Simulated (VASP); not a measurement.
Si3F4:

```
Si F
1.0
     5.27856    0.00000    0.00000
    -2.63928    4.57136    0.00000
     0.00000    0.00000    4.17176
Si F
3 4
Direct
  0.50000 0.00000 0.50000
  0.00000 0.50000 0.50000
  0.50000 0.50000 0.50000
  0.00000 0.00000 0.50000
  0.50000 0.00000 0.00000
  0.00000 0.50000 0.00000
  0.50000 0.50000 0.00000
```

The cell was built from a structure type or drawn by symmetry, and may not be a known phase.

| Property | Result |
| --- | --- |
| Program | VASP 6.6.1 |
| Task | relaxation of cell and atoms |
| Functional | PBE |
| Potentials or basis | VASP PAW PBE potentials, release 64 (Si, F) |
| Cutoff | 600 eV |
| k mesh | 6 × 6 × 4 |
| Occupations | gaussian, width 0.1 eV |
| Spin | no spin polarisation |

At the start: pressure -6.9 GPa; volume 14.38 Å³/atom.

**Question.** Where does the relaxation end?

**Answer.** Over 3 steps the energy falls by 106.8 meV/atom and the volume is 13.42 Å³/atom (-6.6 %); space group P6/mmm (No. 191, to 0.1 Å) before and after.

The path:
| step | energy change (eV) | largest force (eV/Å) | pressure (GPa) | volume (Å³) |
| --- | --- | --- | --- | --- |
| 1 | 0.0000 | 0.0000 | -6.88 | 100.67 |
| 2 | -0.6096 | 0.0000 | 4.62 | 91.43 |
| 3 | -0.7474 | 0.0000 | 0.23 | 93.97 |

Final structure:
```cif
data_structure
_symmetry_space_group_name_H-M 'P 1'
_symmetry_Int_Tables_number 1
_cell_length_a 5.3211
_cell_length_b 5.3211
_cell_length_c 3.8323
_cell_angle_alpha 90.000
_cell_angle_beta 90.000
_cell_angle_gamma 120.000
_cell_volume 93.97
loop_
_atom_site_label
_atom_site_type_symbol
_atom_site_fract_x
_atom_site_fract_y
_atom_site_fract_z
_atom_site_occupancy
Si1 Si 0.50000 0.00000 0.50000 1
Si2 Si 0.00000 0.50000 0.50000 1
Si3 Si 0.50000 0.50000 0.50000 1
F1 F 0.00000 0.00000 0.50000 1
F2 F 0.50000 0.00000 0.00000 1
F3 F 0.00000 0.50000 0.00000 1
F4 F 0.50000 0.50000 0.00000 1
```

Caveat: the k points lie up to 0.41 Å⁻¹ apart in the final cell, too coarse for converged energies and pressures of a metal.
